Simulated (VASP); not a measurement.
Here is a VASP 6.6.1 calculation.

Contents of INCAR:

```
SYSTEM = BeS
PREC = Accurate
ENCUT = 600
EDIFF = 1E-6
ISMEAR = 0
SIGMA = 0.15
LREAL = .FALSE.
LASPH = .TRUE.
NELM = 120
ALGO = Normal
ISIF = 2
LWAVE = .FALSE.
LCHARG = .TRUE.
GGA = PE
LELF = .TRUE.
LVHAR = .TRUE.
NBANDS = 21
GGA_COMPAT = .FALSE.
```

The input KPOINTS:

```
regular mesh
0
G
  3 3 2
  0 0 0
```

The input POSCAR:

```
BeS
1.0
    4.8362678050     -0.0000000028      0.0000000000
   -2.4181339001      4.1883307801      0.0000000000
    0.0000000000      0.0000000000      3.9439671677
Be S
3 3
Direct
    0.5000000000      0.0000000000      0.0000000000
    0.0000000000      0.5000000000      0.0000000000
    0.5000000000      0.5000000000      0.0000000000
    0.3333333333      0.6666666667      0.5000000000
    0.6666666667      0.3333333333      0.5000000000
    0.0000000000      0.0000000000      0.5000000000
```

Potentials or basis: VASP PAW PBE potentials, release 64 (Be, S).

The run is started by

```sh
$ cat potpaw_PBE.64/Be/POTCAR potpaw_PBE.64/S/POTCAR > POTCAR
$ mpirun -np 1 vasp_std > vasp.out
```

Estimate the band gap on the k mesh.

zero (band 12 reaches 7.06 eV, above the bottom of band 13 at 5.82 eV).

Estimate the pressure.

0.3 GPa.

Stress tensor (GPa, compression positive):
```
0.20 0.00 0.00
0.00 0.20 0.00
0.00 0.00 0.52
```

Caveat: the k points lie up to 0.80 Å⁻¹ apart.
